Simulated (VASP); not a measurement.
Here is a VASP 6.6.1 calculation.

Contents of INCAR:

```
  PREC = Accurate
  ENCUT = 500
  EDIFF = 1E-7
  ISMEAR = 0
  SIGMA = 0.1
  LREAL = F
  LASPH = T
  NELM = 120
  ALGO = Normal
  ISIF = 3
  LWAVE = F
  LCHARG = F
  GGA = PE
  IBRION = 2
  NSW = 90
  EDIFFG = -0.04
  GGA_COMPAT = F
  NELMIN = 4
```

KPOINTS

```
Automatic mesh
0
Gamma
  6 6 6
```

POSCAR

```
KAlH5
1.0
   -1.8306246800      3.2814602100      3.9759577100
    1.8306246800     -3.2814602100      3.9759577100
    1.8306246800      3.2814602100     -3.9759577100
K Al H
1 1 5
Direct
    0.0000000000      0.0000000000      0.0000000000
    0.5000000000      0.5000000000      0.0000000000
    0.7716370100      0.5000000000      0.2716370100
    0.2283629900      0.5000000000      0.7283629900
    0.2830269900      0.2830269900      0.0000000000
    0.7169730100      0.7169730100      0.0000000000
    0.5000000000      0.0000000000      0.5000000000
```

Potentials or basis: VASP PAW PBE potentials, release 64 (K_sv, Al, H).

The run is started by

```console
$ cat potpaw_PBE.64/K_sv/POTCAR potpaw_PBE.64/Al/POTCAR potpaw_PBE.64/H/POTCAR > POTCAR
$ mpirun -np 1 vasp_std > vasp.out
```

Q: Estimate the relaxed cell.

A: a = 5.790 Å, b = 5.790 Å, c = 5.790 Å, α = 142.44°, β = 108.05°, γ = 84.11°.

Q: What does it give for the space group after relaxing (to 0.1 Å)?

A: Immm (No. 71).

Step by step:
```
step  energy change (eV)  largest force (eV/Å)  pressure (GPa)  volume (Å³)
   1              0.0000                0.9544            0.80        95.54
   2             -0.1483                0.5283            1.34        96.47
   3             -0.2107                0.0954            2.29        97.57
   4             -0.2571                0.0680            1.18       101.44
   5             -0.2718                0.2854           -1.07       112.09
   6             -0.2828                0.1987           -0.30       107.90
   7             -0.2931                0.0778           -0.21       108.39
   8             -0.2979                0.0833           -0.07       108.99
   9             -0.3028                0.0532           -0.05       109.00
  10             -0.3043                0.0371           -0.02       108.99
```

Caveat: an odd number of electrons without spin polarisation forces a metal; a magnetic or distorted state may lie lower.
